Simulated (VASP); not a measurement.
**Zn: single point with PBE**

Zn:

```
CELL_PARAMETERS angstrom
2.27196 0.00000 0.00000
-1.13598 1.96757 0.00000
0.00000 0.00000 2.28529
ATOMIC_POSITIONS crystal
Zn 0.00000 0.00000 0.00000
```

```json
{"Program": "VASP 6.6.1", "Task": "single point", "Functional": "PBE", "Potentials or basis": "VASP PAW PBE potentials, release 64 (Zn)", "Cutoff": "520 eV", "k mesh": "16 × 16 × 15", "Occupations": "fermi-dirac, width 0.1 eV", "Spin": "no spin polarisation", "Dipole correction": "no", "Further INCAR settings": "ALGO = Normal; EDIFF = 1e-06; NBANDS = 12"}
```

```yaml
Pressure: 102.2 GPa
Band_gap_on_the_k_mesh: zero (band 6 reaches 11.25 eV, above the bottom of band 7 at 3.48 eV)
```

Stress tensor (GPa, compression positive):
```
102.47   0.00   0.00
  0.00 102.47   0.00
  0.00   0.00 101.56
```

Levels at points of the mesh, in eV from the Fermi level:
```tsv
k point	band 4	band 5	band 6	band 7	band 8	band 9
(0.00, 0.00, 0.00)	-9.53	-8.11	-8.11	14.03	19.13	23.09
(0.50, 0.00, 0.00)	-8.32	-7.79	-5.02	-0.42	14.38	19.61
```

Run time: 18 s on 1 thread of Intel(R) Xeon(R) Platinum 8259CL CPU @ 2.50GHz (Skylake/Cascade Lake), on a shared host, peak memory 0.14 GiB.
